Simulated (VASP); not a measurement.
Set up this calculation in VASP 6.6.1, as the native input.

- Task: single point
- Functional: r2SCAN
- Potentials or basis: VASP PAW PBE potentials, release 64 (C)
- Cutoff: 520 eV
- k mesh: 13 × 13 × 13
- Occupations: fermi-dirac, width 0.01 eV
- Spin: no spin polarisation
- Dipole correction: no
- Further INCAR settings: ALGO = Normal; EDIFF = 1e-06; NBANDS = 11

C:

```
CELL_PARAMETERS angstrom
0.00000 1.78013 1.78013
1.78013 0.00000 1.78013
1.78013 1.78013 0.00000
ATOMIC_POSITIONS crystal
C 0.00000 0.00000 0.00000
C 0.25000 0.25000 0.25000
```

The input as run:

POSCAR

```
C
1.0
    0.0000000000      1.7801288585      1.7801288585
    1.7801288585      0.0000000000      1.7801288585
    1.7801288585      1.7801288585      0.0000000000
C
2
Direct
    0.0000000000      0.0000000000      0.0000000000
    0.2500000000      0.2500000000      0.2500000000
```

INCAR.step1

```
SYSTEM = C
  PREC = Accurate
  ENCUT = 520
  ISMEAR = -1
  SIGMA = 0.01
  LREAL = .FALSE.
  LASPH = .TRUE.
  NELM = 60
  NBANDS = 11
  GGA = PE
  ALGO = Normal
  EDIFF = 1E-4
  LWAVE = .TRUE.
  LCHARG = .FALSE.
```

INCAR.step2

```
SYSTEM = C
  PREC = Accurate
  ENCUT = 520
  EDIFF = 1E-6
  ISMEAR = -1
  SIGMA = 0.01
  LREAL = .FALSE.
  LASPH = .TRUE.
  NELM = 60
  ALGO = Normal
  ISIF = 2
  LWAVE = .FALSE.
  LCHARG = .FALSE.
  METAGGA = R2SCAN
  LMIXTAU = .TRUE.
  NBANDS = 11
  ISTART = 1
```

KPOINTS

```
regular mesh
0
G
  13 13 13
  0 0 0
```

Potentials or basis: VASP PAW PBE potentials, release 64 (C).

Run with:

```bash
$ cat potpaw_PBE.64/C/POTCAR > POTCAR
$ cp INCAR.step1 INCAR
$ mpirun -np 1 vasp_std > vasp.out
$ cp INCAR.step2 INCAR
$ mpirun -np 1 vasp_std > vasp.out
```

It gave:

The pressure is 1.1 GPa and the band gap on the k mesh is 4.35 eV, indirect (least direct gap 5.85 eV).

Caveat: the PAW data sets were made with another functional, which shifts forces and pressure a little.

It took 16 s on 1 thread of Intel(R) Xeon(R) 6975P-C (Granite Rapids) (shared host), peak memory 0.12 GiB.
